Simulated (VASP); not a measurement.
Wanted: the native input for a VASP 6.6.1 run.

```
Task                   : single point
Functional             : PBEsol
Potentials or basis    : VASP PAW PBE potentials, release 64 (W_sv, C)
Cutoff                 : 520 eV
k mesh                 : 6 × 6 × 6
Occupations            : gaussian, width 0.15 eV
Spin                   : no spin polarisation
Dipole correction      : no
Further INCAR settings : ALGO = Normal; EDIFF = 1e-06; NBANDS = 16
```

The structure of WC lies in POSCAR:

```
WC
1.0
    2.9005014360      0.0000000000      0.0000000000
   -1.4502507180      2.5119079273      0.0000000000
    0.0000000000      0.0000000000      2.8290000000
W C
1 1
Direct
    0.1730424181      0.1266758419     -0.0795334040
    0.6666666667      0.3333333333      0.5000000000
```

This cell differs from its parent crystal: atom 1 (W) moved by (+0.450, -0.225) A along [1 1 0] and z.

One way to write it, as run:

INCAR

```
  PREC = Accurate
  ENCUT = 520
  EDIFF = 1E-6
  ISMEAR = 0
  SIGMA = 0.15
  LREAL = F
  LASPH = T
  NELM = 60
  ALGO = Normal
  ISIF = 2
  LWAVE = F
  LCHARG = F
  GGA = PS
  NBANDS = 16
```

KPOINTS

```
regular mesh
0
Gamma
  6 6 6
```

Potentials or basis: VASP PAW PBE potentials, release 64 (W_sv, C).

Run with:

```console
$ cat potpaw_PBE.64/W_sv/POTCAR potpaw_PBE.64/C/POTCAR > POTCAR
$ mpirun -np 1 vasp_std > vasp.out
```

It gave:

```json
{
  "Pressure": "52.3 GPa",
  "Largest force": "11.539 eV/Å",
  "Band gap on the k mesh": "zero (band 9 reaches 12.42 eV, above the bottom of band 10 at 11.25 eV)"
}
```

Caveat: the k points lie up to 0.42 Å⁻¹ apart; the cell differs from its parent crystal (atom 1 (W) moved by (+0.450, -0.225) A along [1 1 0] and z); the PAW data sets were made with another functional, which shifts forces and pressure a little; spin-orbit coupling is left out, which moves the levels of the heavy elements.

Wall time 11 s on 1 thread of Intel(R) Xeon(R) 6975P-C (Granite Rapids) (shared host), peak memory 0.16 GiB.
